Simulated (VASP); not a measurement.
BN:

```
B N
1.0
     0.00000    1.80483    1.80483
     1.80483    0.00000    1.80483
     1.80483    1.80483    0.00000
B N
1 1
Direct
  0.00000 0.00000 0.00000
  0.25000 0.25000 0.25000
```

Program: VASP 6.6.1. Alike in all runs: task single point; potentials or basis VASP PAW PBE potentials, release 64 (B, N); no spin polarisation; cell as given; cutoff (eV) 520.

Problem. Order these runs on this cell by their band gap on the k mesh, lowest first.
A. level PBE; k mesh 12 × 12 × 12; smearing fermi-dirac 0.02 eV
B. level r2SCAN; k mesh 12 × 12 × 12; smearing gaussian 0.01 eV
C. level HSE06; k mesh 8 × 8 × 8; smearing gaussian 0.01 eV; grid for exact exchange (PRECFOCK) Normal; screening parameter 0.2079 1/Å

Solution. A (4.46 eV), B (4.98 eV), C (5.78 eV).

A k mesh can miss the band edges.
